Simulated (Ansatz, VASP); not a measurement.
CrBr in VASP and in Ansatz

```xyz
2
Lattice="0.0000 2.8838 2.8838 2.8838 0.0000 2.8838 2.8838 2.8838 0.0000" Properties=species:S:1:pos:R:3 pbc="T T T"
Cr    0.0000    0.0000    0.0000
Br    2.8838    2.8838    2.8838
```

Alike in both runs: functional PBE; k mesh 16 × 16 × 16; occupations gaussian, width 0.1 eV; collinear spin.

Ansatz relaxed the structure, and its values are those at the end. VASP's run is a single point on that final structure, the one shown.

|  | VASP | Ansatz |
| --- | --- | --- |
| version | VASP 6.6.1 | Ansatz 0.2.0 |
| potentials or method | VASP PAW PBE potentials, release 64 (Cr_pv, Br), cutoff 520 eV | scalar-relativistic, plane waves, PAW |
| valence electrons in the cell | 19 | 21 |

|  | VASP | Ansatz | Ansatz less VASP |
| --- | --- | --- | --- |
| gap on the k mesh at the Fermi level (eV) | none | none | - |
| pressure (GPa) | 0.0 | 0.0 | +0.03 |
| net moment per atom (μB) | 2.50 | 2.50 | 0.000 |
| size of the moment on the site where the two differ most (μB) | 0.03 | 0.06 | +0.027 |

Site moments also hang on the region over which each program counts them. A gap of «none» marks a metal or a gap that the smearing closes. VASP's potentials hold 19 valence electrons a cell and Ansatz's 21, so a difference there can come from the potentials and not from the codes.
